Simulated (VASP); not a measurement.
Here is a VASP 6.6.1 calculation.

File INCAR:

```
ALGO = Fast ; EDIFF = 1E-7
ENCUT = 520 ; GGA = PE
ISIF = 2 ; ISMEAR = 0
ISPIN = 2 ; LASPH = T
LCHARG = T ; LELF = T
LMAXMIX = 4 ; LORBIT = 11
LREAL = F ; LVHAR = T
LWAVE = F ; MAGMOM = 0 -0.3 -0.3 -0.3
NBANDS = 28 ; NELM = 150
PREC = Accurate ; SIGMA = 0.1
```

The input KPOINTS:

```
k-points
0
Gamma
  14 14 14
```

File POSCAR:

```
AlNi3
1.0
    3.6020744144      0.0000000000      0.0000000000
    0.0000000000      3.6020744144      0.0000000000
    0.0000000000      0.0000000000      3.6020744144
Al Ni
1 3
Direct
    0.0000000000      0.0000000000      0.0000000000
    0.0000000000      0.5000000000      0.5000000000
    0.5000000000      0.0000000000      0.5000000000
    0.5000000000      0.5000000000      0.0000000000
```

Potentials or basis: VASP PAW PBE potentials, release 64 (Al, Ni).

Launch:

```sh
$ cat potpaw_PBE.64/Al/POTCAR potpaw_PBE.64/Ni/POTCAR > POTCAR
$ mpirun -np 1 vasp_std > vasp.out
```

(1) Predict the pressure.

(2) What does it give for the site moments?

(3) What does it give for the net moment?

Results:

(1) -4.9 GPa.

(2) Al +0.01; Ni -0.26 μB.

(3) -0.72 μB per cell.

Caveat: the cell stands under tension.
